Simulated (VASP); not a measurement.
# PbF2 (P1) in VASP: single point with PBEsol

Aim: the single point of PbF2 with PBEsol.

Everything below comes from runs of VASP 6.6.1. Logs are shortened: lines on timing, memory, paths and dates and some standing lists are left out, and cuts for length are marked.

## 1. The cell of the first run

The typed cell holds 24 atoms: a = 8.373 Å, b = 8.373 Å, c = 8.373 Å, α = 60.00°, β = 60.00°, γ = 60.00°.

## 2. Single point, PBEsol

Input file INCAR:

```
ALGO = Normal
EDIFF = 1E-6
ENCUT = 520
GGA = PS
ISIF = 2
ISMEAR = -1
LASPH = T
LCHARG = T
LELF = T
LREAL = Auto
LVHAR = T
LWAVE = F
NBANDS = 130
NELM = 80
PREC = Accurate
SIGMA = 0.146
```

Input file KPOINTS:

```
k-points
0
Gamma
  2 2 2
```

Input file POSCAR:

```
PbF2
1.0
    0.0000000000      5.9208777827      5.9208777827
    5.9208777827      0.0000000000      5.9208777827
    5.9208777827      5.9208777827      0.0000000000
Pb F
8 16
Direct
   -0.0063136753      0.0019161855     -0.0221559209
    0.0050714609     -0.0022997435      0.5271060499
    0.0076870359      0.5162339288     -0.0208546781
    0.0170624194      0.5067111010      0.5177956061
    0.5046283861      0.0112491766     -0.0104400061
    0.4837431383     -0.0210328611      0.5210624359
    0.4855119639      0.4980798639     -0.0127709105
    0.4863074540      0.5020706573      0.5019299687
    0.1703778624      0.0960684413      0.0474817266
    0.3339787735      0.4144178600      0.3658647551
    0.0861055605      0.1562380670      0.6679554359
    0.3544221950      0.3399138732      0.8498026280
    0.1486557454      0.5650098892      0.1101107849
    0.3844059249      0.8578477189      0.3828075132
    0.1554890227      0.6277693336      0.6522038863
    0.4666854479      0.8572489901      0.8253550705
    0.6242085440      0.1633993363      0.1009150200
    0.9995125245      0.3206111610      0.3467986632
    0.6750070085      0.0833558837      0.6593164296
    0.8636005822      0.3841088405      0.8523252270
    0.6353649135      0.6129217885      0.1636476947
    0.8176643190      0.8945677811      0.4275171001
    0.5615240885      0.6273567259      0.6336915974
    0.9007879736      0.8581664217      0.8959648712
```

Potentials or basis: VASP PAW PBE potentials, release 64 (Pb_d, F).

The run is started by

```
cat potpaw_PBE.64/Pb_d/POTCAR potpaw_PBE.64/F/POTCAR > POTCAR
mpirun -np 1 vasp_std > vasp.out
```

OUTCAR:

```text
EDIFF = 1E-6
   ENCUT = 520
   GGA = PS
   ISIF = 2
   ISMEAR = -1
   LASPH = T
   LREAL = Auto
   NELM = 80
   PREC = Accurate

 ion  position               nearest neighbor table
   1  0.994  0.002  0.978-  11 2.15  24 2.20   9 2.37  17 2.55  20 2.61  13 2.99   2 3.74   6 3.97
                             3 4.00   5 4.01   4 4.07
   2  0.005  0.998  0.527-  19 2.27  18 2.34  24 2.53  15 2.54  14 2.60  11 2.62  22 2.70   1 3.74
                             6 3.91   3 3.91   5 4.04   8 4.10   4 4.10
   3  0.008  0.516  0.979-  13 2.23  15 2.26  24 2.36  12 2.44  21 2.58  18 2.65  20 2.76   9 2.92
                             4 3.86   2 3.91   7 3.96   8 4.00   1 4.00
   4  0.017  0.507  0.518-  10 2.19  20 2.32  11 2.42  18 2.68  15 2.69  22 2.70  13 2.87   8 3.85
                             3 3.86   1 4.07   2 4.10
   5  0.505  0.011  0.990-  19 2.30  12 2.31   9 2.36  16 2.50  17 2.63  14 2.69  24 2.72  21 2.74
                             7 3.99   1 4.01   2 4.04   8 4.10
   6  0.484  0.979  0.521-  16 2.18  22 2.31  23 2.43  14 2.46  11 2.76  17 2.90  10 2.98  19 2.99
                             2 3.91   7 3.97   1 3.97   8 4.06
   7  0.486  0.498  0.987-  17 2.30  13 2.33  23 2.44  16 2.56  20 2.59  10 2.61  12 2.92   3 3.96
                             6 3.97   5 3.99   8 4.04
   8  0.486  0.502  0.502-  23 2.29  15 2.30  21 2.33  12 2.42  14 2.44  10 2.59  19 2.91   4 3.85
                             3 4.00   7 4.04   6 4.06   5 4.10   2 4.10
   9  0.170  0.096  0.047-   5 2.36   1 2.37   3 2.92
  10  0.334  0.414  0.366-   4 2.19   8 2.59   7 2.61   6 2.98
  11  0.086  0.156  0.668-   1 2.15   4 2.42   2 2.62   6 2.76
  12  0.354  0.340  0.850-   5 2.31   8 2.42   3 2.44   7 2.92
  13  0.149  0.565  0.110-   3 2.23   7 2.33   4 2.87   1 2.99
  14  0.384  0.858  0.383-   8 2.44   6 2.46   2 2.60   5 2.69
  15  0.155  0.628  0.652-   3 2.26   8 2.30   2 2.54   4 2.69
  16  0.467  0.857  0.825-   6 2.18   5 2.50   7 2.56
  17  0.624  0.163  0.101-   7 2.30   1 2.55   5 2.63   6 2.90
  18  1.000  0.321  0.347-   2 2.34   3 2.65   4 2.68
  19  0.675  0.083  0.659-   2 2.27   5 2.30   8 2.91   6 2.99
  20  0.864  0.384  0.852-   4 2.32   7 2.59   1 2.61   3 2.76
  21  0.635  0.613  0.164-   8 2.33   3 2.58   5 2.74
  22  0.818  0.895  0.428-   6 2.31   2 2.70   4 2.70
  23  0.562  0.627  0.634-   8 2.29   6 2.43   7 2.44
  24  0.901  0.858  0.896-   1 2.20   3 2.36   2 2.53   5 2.72

  LATTYP: Found a face centered cubic cell.
 ALAT       =    11.8417555654

  Lattice vectors:

 A1 = (   0.0000000000,   5.9208777827,   5.9208777827)
 A2 = (   5.9208777827,   0.0000000000,   5.9208777827)
 A3 = (   5.9208777827,   5.9208777827,   0.0000000000)

Analysis of symmetry for initial positions (statically):
=====================================================================
 Subroutine PRICEL returns:
 Original cell was already a primitive cell.

 Routine SETGRP: Setting up the symmetry group for a
 face centered cubic supercell.

 Subroutine GETGRP returns: Found  1 space group operations
 (whereof  1 operations were pure point group operations)
 out of a pool of 48 trial point group operations.

The static configuration has the point symmetry C_1 .

Analysis of symmetry for dynamics (positions and initial velocities):
=====================================================================
 Subroutine PRICEL returns:
 Original cell was already a primitive cell.

 Routine SETGRP: Setting up the symmetry group for a
 face centered cubic supercell.

 Subroutine GETGRP returns: Found  1 space group operations
 (whereof  1 operations were pure point group operations)
 out of a pool of 48 trial point group operations.

The dynamic configuration has the point symmetry C_1 .

 Subroutine INISYM returns: Found  1 space group operations
 (whereof  1 operations are pure point group operations),
 and found     1 'primitive' translations

----------------------------------------------------------------------------------------

                                     Primitive cell

  volume of cell :     415.1340

  direct lattice vectors                    reciprocal lattice vectors
     0.000000000  5.920877783  5.920877783    -0.084446938  0.084446938  0.084446938
     5.920877783  0.000000000  5.920877783     0.084446938 -0.084446938  0.084446938
[... 59 lines left out ...]

 KPOINTS: k-points

Automatic generation of k-mesh.
 Grid dimensions read from file:
 generate k-points for:    2    2    2

 Generating k-lattice:

  Cartesian coordinates                     Fractional coordinates (reciprocal lattice)
    -0.042223469  0.042223469  0.042223469     0.500000000  0.000000000  0.000000000
     0.042223469 -0.042223469  0.042223469     0.000000000  0.500000000  0.000000000
     0.042223469  0.042223469 -0.042223469     0.000000000  0.000000000  0.500000000

  Length of vectors
     0.073133194  0.073133194  0.073133194

  Shift w.r.t. Gamma in fractional coordinates (k-lattice)
     0.000000000  0.000000000  0.000000000

 Subroutine IBZKPT returns following result:
 ===========================================

 Found      8 irreducible k-points:

 Following reciprocal coordinates:
            Coordinates               Weight
  0.000000  0.000000  0.000000      1.000000
  0.500000  0.000000  0.000000      1.000000
  0.000000  0.500000  0.000000      1.000000
  0.000000  0.000000  0.500000      1.000000
  0.500000  0.500000  0.500000      1.000000
  0.500000  0.500000  0.000000      1.000000
  0.000000  0.500000  0.500000      1.000000
  0.500000  0.000000  0.500000      1.000000
   k-points           NKPTS =      8   k-points in BZ     NKDIM =      8   number of bands    NBANDS=    130
   number of dos      NEDOS =    301   number of ions     NIONS =     24
   total plane-waves  NPLWV = 262144
   dimension x,y,z NGX =    64 NGY =   64 NGZ =   64
   dimension x,y,z NGXF=   128 NGYF=  128 NGZF=  128
   ions per type =               8  16
   NGX,Y,Z   is equivalent  to a cutoff of  12.71, 12.71, 12.71 a.u.
   NGXF,Y,Z  is equivalent  to a cutoff of  25.41, 25.41, 25.41 a.u.
 SYSTEM =  unknown system
   PREC   = accura    normal or accurate (medium, high low for compatibility)
   ISTART =      0    job   : 0-new  1-cont  2-samecut
   ICHARG =      2    charge: 1-file 2-atom 10-const
   ISPIN  =      1    spin polarized calculation?
   LNONCOLLINEAR =      F non collinear calculations
   LSORBIT =      F    spin-orbit coupling
   LASPH  =      T    aspherical Exc in radial PAW
   ENCUT  =  520.0 eV  38.22 Ry    6.18 a.u.  15.57 15.57 15.57*2*pi/ulx,y,z
   NELM   =     80;   NELMIN=  2; NELMDL= -5     # of ELM steps
   EDIFF  = 0.1E-05   stopping-criterion for ELM
   LREAL  =      T    real-space projection
   EDIFFG = 0.1E-04   stopping-criterion for IOM
   NSW    =      0    number of steps for IOM
   IBRION =     -1    ionic relax: 0-MD 1-quasi-New 2-CG
   NFREE  =      0    steps in history (QN), initial steepest desc. (CG)
   ISIF   =      2    stress and relaxation
   ISYM   =      2    0-nonsym 1-usesym 2-fastsym
   POTIM  = 0.5000    time-step for ionic-motion
   TEBEG  =    0.0;   TEEND  =   0.0 temperature during run
   PSTRESS=    0.0 pullay stress
   NELECT =     224.0000    total number of electrons
   NUPDOWN=      -1.0000    fix difference up-down
   EMIN   =  10.00;   EMAX   =-10.00  energy-range for DOS
   EFERMI =   0.00;   METHOD = LEGACY
   ISMEAR =    -1;   SIGMA  =   0.15  broadening in eV -4-tet -1-fermi 0-gaus
   EFERMI_NEDOS =   21; number of points for ismear=-14 and -15
   IALGO  =     38    algorithm
   IMIX   =      4    mixing-type and parameters
     AMIX     =   0.40;   BMIX     =  1.00
     AMIX_MAG =   1.60;   BMIX_MAG =  1.00
  volume/ion in A,a.u.               =      17.30       116.73
  Fermi-wavevector in a.u.,A,eV,Ry     =   1.332789  2.518606 24.168391  1.776327
  Thomas-Fermi vector in A             =   2.461697
   LORBIT       =      0    0 simple, 1 ext, 2 COOP (PROOUT), +10 PAW based schemes
   GGA     = PS    functional components
   LHFCALC =     F    Hartree Fock is set to
   AEXX    =    0.0000 exact exchange contribution
   IVDW    =     0    specifies the selected vdW correction
   LEPSILON=     F    determine dielectric tensor
   LRPA    =     F    only Hartree local field effects (RPA)
 non-spin polarized calculation
  energy-cutoff  :      520.00
  volume of cell :      415.13
 maximum number of plane-waves:     11228
 NGX is ok and might be reduce to    64
   NGX = 31   NGY = 31   NGZ = 31

 number of electron     224.0000009 magnetization

 Free energy of the ion-electron system (eV)
  ---------------------------------------------------
  ext. energy  EPLUGINS =         0.00000000
  ---------------------------------------------------
  free energy    TOTEN  =      -115.97683086 eV

  energy without entropy =     -115.97680176  energy(sigma->0) =     -115.97681631

 E-fermi :   4.1757     XC(G=0):  -9.6313

 val. band max:        2.4081377734   @ k =   0.0000   0.0000   0.0000
 cond. band min:       5.7663117591   @ k =   0.0000   0.0000   0.0000
 fundamental gap:      3.3581739857
 Fermi energy:         4.1757179220

 k-point     1 :       0.0000    0.0000    0.0000
  band No.  band energies     occupation
      1     -20.3186      2.00000
      2     -20.2151      2.00000
      3     -20.0984      2.00000
      4     -19.6910      2.00000
      5     -19.4424      2.00000
      6     -19.3994      2.00000
[... 1005 lines left out ...]
    123       8.1540      0.00000
    124       8.3563      0.00000
 [bands above 124 left out]

------------------------ aborting loop because EDIFF is reached ----------------------------------------

  FORCE on cell =-STRESS in cart. coord.  units (eV):
  Direction    XX          YY          ZZ          XY          YZ          ZX
  --------------------------------------------------------------------------------------
  -------------------------------------------------------------------------------------
  Total       13.0291828     13.0891072     14.2617946      2.4946650     -1.8236995     -2.8332893
  in kB       50.2851180     50.5163916     55.0422874      9.6279657     -7.0384264    -10.9348596
  external PRESSURE =      51.9479323 kB  Pullay stress =       0.0000000 kB

 VOLUME and BASIS-vectors are now :
 -----------------------------------------------------------------------------
  energy-cutoff  :      520.00
  volume of cell :      415.13
      direct lattice vectors                 reciprocal lattice vectors
     0.000000000  5.920877783  5.920877783    -0.084446938  0.084446938  0.084446938
     5.920877783  0.000000000  5.920877783     0.084446938 -0.084446938  0.084446938
     5.920877783  5.920877783  0.000000000     0.084446938  0.084446938 -0.084446938

 POSITION                                       TOTAL-FORCE (eV/Angst)
 -----------------------------------------------------------------------------------
      5.80104     11.67319      5.89484         2.553030      1.722615     -0.025524
      9.02819      3.15096      5.93729        -0.530890     -0.944931      0.564941
      8.85396      5.84291      3.10207         0.136709      0.764366     -2.422510
      6.06598      3.16683      3.10120        -0.094137     -1.460748     -0.574940
      5.92567      8.84691      3.05445         0.039388      0.352787     -1.059477
      8.88149      5.94933      8.66053        -0.639694     -0.518275      1.112636
[... 16 lines left out ...]
      7.46651      7.07673      7.03922         0.216035      0.473600      0.458205
     10.38600     10.63835     10.41455        -0.747449     -0.950752     -0.409489
 -----------------------------------------------------------------------------------
    total drift:                                0.006542     -0.008122      0.000666

  FREE ENERGIE OF THE ION-ELECTRON SYSTEM (eV)
  ---------------------------------------------------
  free  energy   TOTEN  =      -115.9768308605 eV

  energy  without entropy=     -115.9768017597  energy(sigma->0) =     -115.97681631
```

It took 21 min on 1 thread of Intel Xeon 8259CL, shared host; peak memory 0.71 GiB.

Results:

* Free energy: -115.9768 eV
* Pressure: 5.2 GPa
* Largest force: 3.080 eV/Å
* Band gap on the k mesh: 3.36 eV

Forces in eV/Å, atoms in the order of the input:
```
Pb   2.553  1.723 -0.026
Pb  -0.531 -0.945  0.565
Pb   0.137  0.764 -2.423
Pb  -0.094 -1.461 -0.575
Pb   0.039  0.353 -1.059
Pb  -0.640 -0.518  1.113
Pb   0.347  0.707  0.484
Pb  -1.142  0.097  0.478
F    0.314  0.212 -0.223
F   -0.394  0.714  0.412
F   -1.188 -0.328  0.528
F    0.497  0.580  0.500
F    0.708 -0.110  1.092
F    0.149 -0.203 -0.059
F   -0.399 -1.257  0.237
F    0.524  0.580 -0.779
F   -0.453  0.330 -0.271
F    0.325 -0.040 -0.642
F    0.395 -0.580  0.437
F    0.409  0.154 -0.176
F   -0.425 -0.444  0.239
F   -0.600  0.149  0.100
F    0.216  0.474  0.458
F   -0.747 -0.951 -0.409
```

Stress tensor (GPa, compression positive):
```
 5.03  0.96 -1.09
 0.96  5.05 -0.70
-1.09 -0.70  5.50
```

Caveat: the k points lie up to 0.46 Å⁻¹ apart; the structure was generated, so it needn't be the stable form of PbF2; the PAW data sets were made with another functional, which shifts forces and pressure a little; spin-orbit coupling is left out, which moves the levels of the heavy elements. A k mesh can miss the band edges.
